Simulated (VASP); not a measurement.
InP (rocksalt type): single point with LDA

InP (rocksalt type):

```
In P
1.0
     0.00000    2.21899    2.21899
     2.21899    0.00000    2.21899
     2.21899    2.21899    0.00000
In P
1 1
Cartesian
  0.0000 0.0000 0.0000
  2.2190 2.2190 2.2190
```

```json
{"Program": "VASP 6.6.1", "Task": "single point", "Functional": "LDA", "Potentials or basis": "VASP PAW LDA potentials, release 64 (In_d, P)", "Cutoff": "520 eV", "k mesh": "14 × 14 × 14", "Occupations": "fermi-dirac, width 0.05 eV", "Spin": "no spin polarisation"}
```

```
Pressure               : 209.2 GPa
Band gap on the k mesh : zero (bands 9 and 10 overlap by 2.27 eV)
```

Levels at points of the mesh, in eV from the Fermi level:
```
           k point  band 5  band 6  band 7  band 8  band 9  band 10  band 11  band 12  band 13  band 14
(0.00, 0.00, 0.00)  -16.99  -16.99   -1.45   -1.45   -1.45     6.90     6.90     6.90     7.27     7.93
(0.50, 0.00, 0.00)  -16.35  -14.65  -11.24    0.65    0.65     1.53     2.14     2.14    10.55    11.74
(0.50, 0.50, 0.00)  -16.14  -10.94   -9.82   -5.72   -5.72    -1.62     2.00    15.05    15.05    15.17
```

It took 34 s on 1 thread of Intel Xeon 8259CL, on a shared host, peak memory 0.15 GiB.

Caveat: the cell stands under pressure; spin-orbit coupling is left out, which moves the levels of the heavy elements.
